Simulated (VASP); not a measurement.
A run of VASP 6.6.1 is set up as follows.

INCAR

```
PREC = Accurate
ENCUT = 520
EDIFF = 1E-6
ISMEAR = 0
SIGMA = 0.01
LREAL = F
LASPH = T
NELM = 60
ALGO = Normal
ISIF = 2
LWAVE = F
LCHARG = F
NBANDS = 14
```

KPOINTS

```
regular mesh
0
Gamma
  8 8 8
```

Contents of POSCAR:

```
NaCl
1.0
    0.0136609680      2.7390240913      2.7390240913
    2.7390240913      0.0136609680      2.7390240913
    2.7390240913      2.7390240913      0.0136609680
Na Cl
1 1
Direct
    0.0000000000      0.0000000000      0.0000000000
    0.5000000000      0.5000000000      0.5000000000
```

Potentials or basis: VASP PAW LDA potentials, release 64 (Na_pv, Cl).

Launch:

```sh
$ cat potpaw_LDA.64/Na_pv/POTCAR potpaw_LDA.64/Cl/POTCAR > POTCAR
$ mpirun -np 1 vasp_std > vasp.out
```

Problem. What does it give for the band gap on the k mesh?

Solution. 5.07 eV.

Problem. Predict the pressure.

Solution. 0.0 GPa.

Stress tensor (GPa, compression positive):
```
 0.03 -0.07 -0.07
-0.07  0.03 -0.07
-0.07 -0.07  0.03
```

Caveat: the cell differs from its parent crystal (equal xy, yz and zx engineering shears of +0.5 %).
